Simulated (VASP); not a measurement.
The system is BaTe.

```
CELL_PARAMETERS angstrom
4.15816 0.00000 0.00000
0.00000 4.15816 0.00000
0.00000 0.00000 4.15816
ATOMIC_POSITIONS crystal
Ba 0.00000 0.00000 0.00000
Te 0.50000 0.50000 0.50000
```

This cell differs from its parent crystal: volume changed by -6%.

Base run:

* Program: VASP 6.6.1
* Functional: r2SCAN
* Potentials or basis: VASP PAW PBE potentials, release 64 (Ba_sv, Te)
* Cutoff: 520 eV
* k mesh: 6 × 6 × 6
* Occupations: gaussian, width 0.01 eV
* Spin: no spin polarisation

Its results: band gap on the k mesh 0.95 eV, indirect (least direct gap 1.32 eV); pressure 3.0 GPa.

Question: The run is repeated on the same cell with these changes: functional from r2SCAN to PBE; further incar settings from ALGO = Normal; EDIFF = 1e-06; NBANDS = 15 to ALGO = Normal; EDIFF = 1e-07; NBANDS = 15. What comes out?

Answer: Band gap on the k mesh 0.60 eV, indirect (least direct gap 0.91 eV); pressure 2.9 GPa.

Caveats: spin-orbit coupling is left out, which moves the levels of the heavy elements; the PAW data sets were made with another functional, which shifts forces and pressure a little (some runs).

A k mesh can miss the band edges.
